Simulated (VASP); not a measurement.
## V: single point with revPBE

The system is V.

```
V
1.0
     2.52203    0.00000    0.00000
    -1.26101    2.18414    0.00000
     0.00000    0.00000    4.50854
V
2
Direct
  0.33333 0.66667 0.25000
  0.66667 0.33333 0.75000
```

This cell differs from its parent crystal: volume scaled by 0.88.

- Program: VASP 6.6.1
- Task: single point
- Functional: revPBE
- Potentials or basis: VASP PAW PBE potentials, release 64 (V_sv)
- Cutoff: 520 eV
- k mesh: 15 × 15 × 8
- Occupations: fermi-dirac, width 0.1 eV
- Spin: no spin polarisation
- Dipole correction: no
- Further INCAR settings: ALGO = Normal; EDIFF = 1e-07; NBANDS = 20

```
Pressure               : 27.3 GPa
Band gap on the k mesh : zero (band 13 reaches 13.06 eV, above the bottom of band 14 at 10.62 eV)
```

Stress tensor (GPa, compression positive):
```
27.17  0.00  0.00
 0.00 27.17  0.00
 0.00  0.00 27.52
```

Levels at points of the mesh, in eV from the Fermi level:
```
           k point  band 10  band 11  band 12  band 13  band 14  band 15  band 16  band 17
(0.00, 0.00, 0.00)    -3.72    -0.61     0.09     0.31     0.31     0.70     0.70     2.00
(0.00, 0.00, 0.50)    -5.18    -1.11    -1.11     0.34     0.34     0.34     0.34     2.84
```

Run time: 82 s on 1 thread of AMD EPYC 7R43 64-Core Processor (Zen 3) (shared host), peak memory 0.14 GiB.

Caveat: the PAW data sets were made with another functional, which shifts forces and pressure a little.
